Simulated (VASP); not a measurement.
# S (Im-3m) in VASP: a series of runs

The runs below take S through single point, relaxation of cell and atoms, with PBE.

All numbers are computed with VASP 6.6.1; they aren't measurements. Logs are shortened: lines on timing, memory, paths and dates and some standing lists are left out, and cuts for length are marked.

## Step 1: The cell of the first run

It takes space group Im-3m (No. 229, cubic). The conventional cell has a = 3.156 Å, b = 3.156 Å, c = 3.156 Å, α = 90.00°, β = 90.00°, γ = 90.00°. Within 3.6 Å of S (site symmetry m-3m) lie 14 S at 2.73 to 3.16 Å.

## Step 2: Single point, PBE

File INCAR:

```
SYSTEM = S
PREC = Accurate
ENCUT = 500
EDIFF = 1E-6
ISMEAR = -1
SIGMA = 0.05
LREAL = .False.
LASPH = .True.
NELM = 120
ALGO = Normal
ISIF = 2
LWAVE = .False.
LCHARG = .False.
GGA = PE
NBANDS = 9
GGA_COMPAT = .False.
```

File KPOINTS:

```
Automatic mesh
0
Gamma
  17 17 17
  0 0 0
```

File POSCAR:

```
S
1.0
    1.5780433596      1.5780433596      1.5780433596
   -1.5780433596      1.5780433596      1.5780433596
   -1.5780433596     -1.5780433596      1.5780433596
S
1
Direct
    0.0000000000      0.0000000000      0.0000000000
```

Potentials or basis: VASP PAW PBE potentials, release 64 (S).

Command:

```bash
$ cat potpaw_PBE.64/S/POTCAR > POTCAR
$ mpirun -np 1 vasp_std > vasp.out
```

OUTCAR:

```text
SYSTEM = S
   PREC = Accurate
   ENCUT = 500
   EDIFF = 1E-6
   ISMEAR = -1
   LREAL = .False.
   LASPH = .True.
   NELM = 120
   ISIF = 2
   GGA = PE

 ion  position               nearest neighbor table
   1  0.000  0.000  0.000-

  LATTYP: Found a body centered cubic cell.
 ALAT       =     3.1560867192

  Lattice vectors:

 A1 = (   1.5780433596,  -1.5780433596,  -1.5780433596)
 A2 = (   1.5780433596,   1.5780433596,   1.5780433596)
 A3 = (  -1.5780433596,  -1.5780433596,   1.5780433596)

Analysis of symmetry for initial positions (statically):
=====================================================================
 Subroutine PRICEL returns:
 Original cell was already a primitive cell.

 Routine SETGRP: Setting up the symmetry group for a
 body centered cubic supercell.

 Subroutine GETGRP returns: Found 48 space group operations
 (whereof 48 operations were pure point group operations)
 out of a pool of 48 trial point group operations.

The static configuration has the point symmetry O_h .

Analysis of symmetry for dynamics (positions and initial velocities):
=====================================================================
 Subroutine PRICEL returns:
 Original cell was already a primitive cell.

 Routine SETGRP: Setting up the symmetry group for a
 body centered cubic supercell.

 Subroutine GETGRP returns: Found 48 space group operations
 (whereof 48 operations were pure point group operations)
 out of a pool of 48 trial point group operations.

The dynamic configuration has the point symmetry O_h .

 Subroutine INISYM returns: Found 48 space group operations
 (whereof 48 operations are pure point group operations),
 and found     1 'primitive' translations

----------------------------------------------------------------------------------------

                                     Primitive cell

  volume of cell :      15.7187

  direct lattice vectors                    reciprocal lattice vectors
     1.578043360  1.578043360  1.578043360     0.316848075  0.000000000  0.316848075
    -1.578043360  1.578043360  1.578043360    -0.316848075  0.316848075  0.000000000
    -1.578043360 -1.578043360  1.578043360     0.000000000 -0.316848075  0.316848075

  length of vectors
     2.733251275  2.733251275  2.733251275     0.448090844  0.448090844  0.448090844

  position of ions in fractional coordinates (direct lattice)
     0.000000000  0.000000000  0.000000000

  ion indices of the primitive-cell ions
   primitive index   ion index
                 1           1

----------------------------------------------------------------------------------------

 KPOINTS: Automatic mesh

Automatic generation of k-mesh.
 Grid dimensions read from file:
 generate k-points for:   17   17   17

 Generating k-lattice:

  Cartesian coordinates                     Fractional coordinates (reciprocal lattice)
     0.018638122  0.000000000  0.018638122     0.058823529  0.000000000  0.000000000
    -0.018638122  0.018638122  0.000000000     0.000000000  0.058823529  0.000000000
     0.000000000 -0.018638122  0.018638122     0.000000000  0.000000000  0.058823529

  Length of vectors
     0.026358285  0.026358285  0.026358285

  Shift w.r.t. Gamma in fractional coordinates (k-lattice)
     0.000000000  0.000000000  0.000000000

 Subroutine IBZKPT returns following result:
 ===========================================

 Found    165 irreducible k-points:

 Following reciprocal coordinates:
            Coordinates               Weight
  0.000000  0.000000  0.000000      1.000000
  0.058824  0.000000  0.000000     12.000000
  0.117647  0.000000  0.000000     12.000000
  0.176471  0.000000  0.000000     12.000000
  0.235294  0.000000  0.000000     12.000000
  0.294118  0.000000  0.000000     12.000000
[... 16 lines left out ...]
 -0.470588  0.117647  0.000000     48.000000
  0.352941  0.176471  0.000000     24.000000
 [... further k-points ...]
   k-points           NKPTS =    165   k-points in BZ     NKDIM =    165   number of bands    NBANDS=      9
   number of dos      NEDOS =    301   number of ions     NIONS =      1
   total plane-waves  NPLWV =   8000
   dimension x,y,z NGX =    20 NGY =   20 NGZ =   20
   dimension x,y,z NGXF=    40 NGYF=   40 NGZF=   40
   ions per type =               1
   NGX,Y,Z   is equivalent  to a cutoff of  12.16, 12.16, 12.16 a.u.
   NGXF,Y,Z  is equivalent  to a cutoff of  24.33, 24.33, 24.33 a.u.
 SYSTEM =  S
   PREC   = accura    normal or accurate (medium, high low for compatibility)
   ISTART =      0    job   : 0-new  1-cont  2-samecut
   ICHARG =      2    charge: 1-file 2-atom 10-const
   ISPIN  =      1    spin polarized calculation?
   LNONCOLLINEAR =      F non collinear calculations
   LSORBIT =      F    spin-orbit coupling
   LASPH  =      T    aspherical Exc in radial PAW
   ENCUT  =  500.0 eV  36.75 Ry    6.06 a.u.   4.98  4.98  4.98*2*pi/ulx,y,z
   NELM   =    120;   NELMIN=  2; NELMDL= -5     # of ELM steps
   EDIFF  = 0.1E-05   stopping-criterion for ELM
   LREAL  =      F    real-space projection
   EDIFFG = 0.1E-04   stopping-criterion for IOM
   NSW    =      0    number of steps for IOM
   IBRION =     -1    ionic relax: 0-MD 1-quasi-New 2-CG
   NFREE  =      0    steps in history (QN), initial steepest desc. (CG)
   ISIF   =      2    stress and relaxation
   ISYM   =      2    0-nonsym 1-usesym 2-fastsym
   POTIM  = 0.5000    time-step for ionic-motion
   TEBEG  =    0.0;   TEEND  =   0.0 temperature during run
   PSTRESS=    0.0 pullay stress
   NELECT =       6.0000    total number of electrons
   NUPDOWN=      -1.0000    fix difference up-down
   EMIN   =  10.00;   EMAX   =-10.00  energy-range for DOS
   EFERMI =   0.00;   METHOD = LEGACY
   ISMEAR =    -1;   SIGMA  =   0.05  broadening in eV -4-tet -1-fermi 0-gaus
   EFERMI_NEDOS =   21; number of points for ismear=-14 and -15
   IALGO  =     38    algorithm
   IMIX   =      4    mixing-type and parameters
     AMIX     =   0.40;   BMIX     =  1.00
     AMIX_MAG =   1.60;   BMIX_MAG =  1.00
  volume/ion in A,a.u.               =      15.72       106.08
  Fermi-wavevector in a.u.,A,eV,Ry     =   1.187553  2.244150 19.188052  1.410282
  Thomas-Fermi vector in A             =   2.323702
   LORBIT       =      0    0 simple, 1 ext, 2 COOP (PROOUT), +10 PAW based schemes
   GGA     = PE    functional components
   LHFCALC =     F    Hartree Fock is set to
   AEXX    =    0.0000 exact exchange contribution
   IVDW    =     0    specifies the selected vdW correction
   LEPSILON=     F    determine dielectric tensor
   LRPA    =     F    only Hartree local field effects (RPA)
 non-spin polarized calculation
  energy-cutoff  :      500.00
  volume of cell :       15.72
 maximum number of plane-waves:       410
   NGX =  9   NGY =  9   NGZ =  9

 number of electron       5.9999998 magnetization

 Free energy of the ion-electron system (eV)
  ---------------------------------------------------
  ext. energy  EPLUGINS =         0.00000000
  ---------------------------------------------------
  free energy    TOTEN  =        -3.00385677 eV

  energy without entropy =       -2.99779493  energy(sigma->0) =       -3.00082585

 E-fermi :   7.7316     XC(G=0): -11.1971

 val. band max:        7.7226317470   @ k =   0.1765   0.0588   0.0588
 cond. band min:       7.7458017172   @ k =   0.2353   0.1765   0.1765
 fundamental gap:      0.0231699701
 Fermi energy:         7.7315896004

 k-point     1 :       0.0000    0.0000    0.0000
  band No.  band energies     occupation
      1      -9.2164      2.00000
      2      10.8043      0.00000
      3      10.8043      0.00000
      4      10.8043      0.00000
      5      19.9645      0.00000
      6      19.9645      0.00000
      7      19.9645      0.00000
      8      22.2608      0.00000
      9      23.6833      0.00000

 k-point     2 :       0.0588    0.0000    0.0000
  band No.  band energies     occupation
      1      -9.1291      2.00000
      2      10.3735      0.00000
      3      10.6355      0.00000
      4      10.7775      0.00000
      5      19.7267      0.00000
      6      19.9228      0.00000
      7      20.3028      0.00000
      8      22.5574      0.00000
      9      23.1798      0.00000

 k-point     3 :       0.1176    0.0000    0.0000
  band No.  band energies     occupation
      1      -8.8686      2.00000
      2       9.2444      0.00000
      3      10.1998      0.00000
      4      10.6999      0.00000
      5      19.1336      0.00000
      6      19.4757      0.00000
      7      21.2450      0.00000
      8      22.6255      0.00000
      9      23.4694      0.00000

 k-point     4 :       0.1765    0.0000    0.0000
  band No.  band energies     occupation
      1      -8.4397      2.00000
      2       7.7132      1.18212
      3       9.6374      0.00000
      4      10.5802      0.00000
      5      18.3987      0.00000
      6      18.5423      0.00000
      7      22.6435      0.00000
      8      22.6936      0.00000
      9      23.4306      0.00000
[... 205 lines left out ...]
 k-point    22 :       0.4706    0.1176    0.0000
  band No.  band energies     occupation
      1      -5.2677      2.00000
      2       1.4835      2.00000
      3       6.7531      2.00000
      4       9.3352      0.00000
      5      16.2456      0.00000
      6      17.6903      0.00000
      7      23.5571      0.00000
      8      25.8128      0.00000
      9      28.6428      0.00000

 k-point    23 :      -0.4706    0.1176    0.0000
  band No.  band energies     occupation
      1      -4.6906      2.00000
      2       0.6473      2.00000
      3       6.5731      2.00000
      4       9.2578      0.00000
      5      16.0618      0.00000
      6      17.5956      0.00000
      7      24.4006      0.00000
      8      25.2708      0.00000
      9      29.7177      0.00000

 k-point    24 :       0.3529    0.1765    0.0000
  band No.  band energies     occupation
      1      -6.9634      2.00000
      2       4.7040      2.00000
      3       7.3278      1.99938
      4       9.5847      0.00000
      5      17.3853      0.00000
      6      18.6688      0.00000
      7      22.5792      0.00000
      8      23.2150      0.00000
      9      26.2643      0.00000

 [... further k-points ...]

------------------------ aborting loop because EDIFF is reached ----------------------------------------

  FORCE on cell =-STRESS in cart. coord.  units (eV):
  Direction    XX          YY          ZZ          XY          YZ          ZX
  --------------------------------------------------------------------------------------
  -------------------------------------------------------------------------------------
  Total       -0.0152339     -0.0152339     -0.0152339     -0.0000000      0.0000000     -0.0000000
  in kB       -1.5527649     -1.5527649     -1.5527649     -0.0000000      0.0000000     -0.0000000
  external PRESSURE =      -1.5527649 kB  Pullay stress =       0.0000000 kB

 VOLUME and BASIS-vectors are now :
 -----------------------------------------------------------------------------
  energy-cutoff  :      500.00
  volume of cell :       15.72
      direct lattice vectors                 reciprocal lattice vectors
     1.578043360  1.578043360  1.578043360     0.316848075  0.000000000  0.316848075
    -1.578043360  1.578043360  1.578043360    -0.316848075  0.316848075  0.000000000
    -1.578043360 -1.578043360  1.578043360     0.000000000 -0.316848075  0.316848075

 POSITION                                       TOTAL-FORCE (eV/Angst)
 -----------------------------------------------------------------------------------
      0.00000      0.00000      0.00000         0.000000      0.000000     -0.000000
 -----------------------------------------------------------------------------------
    total drift:                               -0.000000     -0.000000     -0.000000

  FREE ENERGIE OF THE ION-ELECTRON SYSTEM (eV)
  ---------------------------------------------------
  free  energy   TOTEN  =        -3.0038567734 eV

  energy  without entropy=       -2.9977949322  energy(sigma->0) =       -3.00082585
```

Wall time 23 s (1 thread of Intel Xeon 8259CL, shared host); peak memory 0.13 GiB.

What came out:

```yaml
Free_energy: -3.0039 eV
Pressure: -0.2 GPa
Band_gap_on_the_k_mesh: zero (band 3 reaches 10.80 eV, above the bottom of band 4 at 3.84 eV)
```

## Step 3: Relaxation of cell and atoms, PBE

This run uses another cell than the first one, of 18.46 Å³/atom, 1.175 times its volume.

File INCAR:

```
SYSTEM = S
ALGO = Normal ; EDIFF = 1E-7
EDIFFG = -0.03 ; ENCUT = 500
GGA = PE ; GGA_COMPAT = .FALSE.
IBRION = 2 ; ISIF = 3
ISMEAR = -1 ; LASPH = .TRUE.
LCHARG = .FALSE. ; LREAL = .FALSE.
LWAVE = .FALSE. ; NELM = 120
NELMIN = 4 ; NSW = 50
PREC = Accurate ; SIGMA = 0.05
```

File KPOINTS:

```
k-points
0
G
  17 17 17
  0 0 0
```

File POSCAR:

```
S
1.0
    1.6650000000      1.6650000000      1.6650000000
   -1.6650000000      1.6650000000      1.6650000000
   -1.6650000000     -1.6650000000      1.6650000000
S
1
Direct
    0.0000000000      0.0000000000      0.0000000000
```

Potentials or basis: VASP PAW PBE potentials, release 64 (S).

Command:

```bash
$ cat potpaw_PBE.64/S/POTCAR > POTCAR
$ mpirun -np 1 vasp_std > vasp.out
```

Run time: 35 s. Hardware: 1 thread of Intel Xeon 8259CL, shared host; peak memory 0.14 GiB.

It converged, with:

```yaml
Free_energy: -3.0049 eV
Relaxed_volume: 15.69 Å³/atom
Relaxed_cell: a = 2.732 Å, b = 2.732 Å, c = 2.732 Å, α = 70.53°, β = 109.47°, γ = 70.53°
Space_group_after_relaxing_to_0.05_Å: Im-3m (No. 229)
Energy_gained_by_relaxing: 94.6 meV/atom
Ionic_steps: 2
Pressure_after_relaxing: 0.0 GPa
Band_gap_on_the_k_mesh: zero (band 3 reaches 10.84 eV, above the bottom of band 4 at 3.86 eV)
```

The path:
```
step  energy change (eV)  largest force (eV/Å)  pressure (GPa)  volume (Å³)
   1              0.0000                0.0000           -9.50        18.46
   2             -0.0946                0.0000            0.02        15.69
```

Final structure:
```
CELL_PARAMETERS angstrom
1.57705 1.57705 1.57705
-1.57705 1.57705 1.57705
-1.57705 -1.57705 1.57705
ATOMIC_POSITIONS crystal
S 0.00000 0.00000 0.00000
```

Levels at points of the mesh, in eV from the Fermi level:
```tsv
k point	band 1	band 2	band 3	band 4	band 5	band 6	band 7
(0.00, 0.00, 0.00)	-16.97	3.08	3.08	3.08	12.23	12.23	12.23
```

Caveat: the volume moved by over 15 % at a fixed basis, so the end points are rough.
